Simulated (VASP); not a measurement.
Input of a VASP 6.6.1 run:

The input INCAR:

```
PREC = Accurate
ENCUT = 600
EDIFF = 1E-6
ISMEAR = 0
SIGMA = 0.01
LREAL = F
LASPH = T
NELM = 60
ALGO = Normal
ISIF = 3
LWAVE = F
LCHARG = F
GGA = PS
IBRION = 2
NSW = 100
EDIFFG = -0.002
PSTRESS = 100.0
```

KPOINTS

```
Automatic mesh
0
Gamma
  6 6 4
```

POSCAR

```
ZnS
1.0
    3.7815727570      0.0000000000      0.0000000000
   -1.8907863785      3.2749380738      0.0000000000
    0.0000000000      0.0000000000      6.2089827959
Zn S
2 2
Direct
    0.3333333333      0.6666666667      0.0054426075
    0.6666666667      0.3333333333      0.5054426075
    0.3333333333      0.6666666667      0.3795573925
    0.6666666667      0.3333333333      0.8795573925
```

Potentials or basis: VASP PAW PBE potentials, release 64 (Zn, S).

Launch:

```sh
$ cat potpaw_PBE.64/Zn/POTCAR potpaw_PBE.64/S/POTCAR > POTCAR
$ mpirun -np 1 vasp_std > vasp.out
```

**Question.** What does it give for the band gap on the k mesh?

**Answer.** 2.60 eV.

**Question.** What does it give for the space group after relaxing (to 0.1 Å)?

**Answer.** P6_3mc (No. 186).

Step by step:
```tsv
step	energy change (eV)	largest force (eV/Å)	pressure (GPa)	volume (Å³)
1	0.0000	0.0025	0.19	76.89
2	0.6933	0.0500	20.67	64.52
3	0.2072	0.0263	9.90	69.73
4	0.2158	0.0270	10.10	69.59
5	0.2095	0.0181	9.95	69.68
6	0.2045	0.0109	9.81	69.76
7	0.2068	0.0064	9.92	69.73
8	0.2078	0.0047	9.91	69.71
9	0.2098	0.0007	9.99	69.68
10	0.2104	0.0005	9.92	69.67
11	0.2115	0.0022	10.01	69.65
12	0.2111	0.0014	9.96	69.66
13	0.2112	0.0030	9.99	69.65
14	0.2114	0.0027	9.97	69.65
15	0.2123	0.0008	9.99	69.64
16	0.2126	0.0022	10.02	69.63
17	0.2124	0.0004	9.98	69.63
18	0.2125	0.0025	10.01	69.63
19	0.2124	0.0002	9.97	69.63
20	0.2125	0.0021	10.01	69.63
21	0.2119	0.0012	9.97	69.64
22	0.2122	0.0000	10.00	69.64
```

Caveat: the cell is relaxed towards a set pressure, so the run minimises the enthalpy, not the energy; the PAW data sets were made with another functional, which shifts forces and pressure a little.
